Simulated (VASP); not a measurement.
Write the native input for VASP 6.6.1 that does the following.

```
Task                   : single point
Functional             : r2SCAN
Potentials or basis    : VASP PAW PBE potentials, release 64 (W_sv)
Cutoff                 : 520 eV
k mesh                 : 18 × 18 × 18
Occupations            : gaussian, width 0.05 eV
Spin                   : no spin polarisation
Dipole correction      : no
Further INCAR settings : ALGO = Normal; EDIFF = 1e-06; NBANDS = 13
```

The system is W.

```
CELL_PARAMETERS angstrom
-1.59238 1.59238 1.59238
1.59238 -1.59238 1.59238
1.59238 1.59238 -1.59238
ATOMIC_POSITIONS crystal
W 0.00000 0.00000 0.00000
```

The input as run:

POSCAR

```
W
1.0
   -1.5923787430      1.5923787430      1.5923787430
    1.5923787430     -1.5923787430      1.5923787430
    1.5923787430      1.5923787430     -1.5923787430
W
1
Direct
    0.0000000000      0.0000000000      0.0000000000
```

INCAR.step1

```
ALGO = Normal
EDIFF = 1E-4
ENCUT = 520
GGA = PE
ISMEAR = 0
LASPH = T
LCHARG = F
LREAL = F
LWAVE = T
NBANDS = 13
NELM = 100
PREC = Accurate
SIGMA = 0.05
```

INCAR.step2

```
ALGO = Normal
EDIFF = 1E-6
ENCUT = 520
ISIF = 2
ISMEAR = 0
ISTART = 1
LASPH = T
LCHARG = T
LELF = T
LMIXTAU = T
LREAL = F
LVHAR = T
LWAVE = F
METAGGA = R2SCAN
NBANDS = 13
NELM = 100
PREC = Accurate
SIGMA = 0.05
```

KPOINTS

```
k-points
0
Gamma
  18 18 18
```

Potentials or basis: VASP PAW PBE potentials, release 64 (W_sv).

Launch:

```bash
$ cat potpaw_PBE.64/W_sv/POTCAR > POTCAR
$ cp INCAR.step1 INCAR
$ mpirun -np 1 vasp_std > vasp.out
$ cp INCAR.step2 INCAR
$ mpirun -np 1 vasp_std > vasp.out
```

Results of the run:

```
Pressure               : -3.6 GPa
Band gap on the k mesh : zero (bands 7 and 8 overlap by 6.45 eV)
```

Caveat: the cell stands under tension; the PAW data sets were made with another functional, which shifts forces and pressure a little; spin-orbit coupling is left out, which moves the levels of the heavy elements.

Run time: 2.4 min on 1 thread of Intel Xeon 8259CL, on a shared host, peak memory 0.17 GiB.
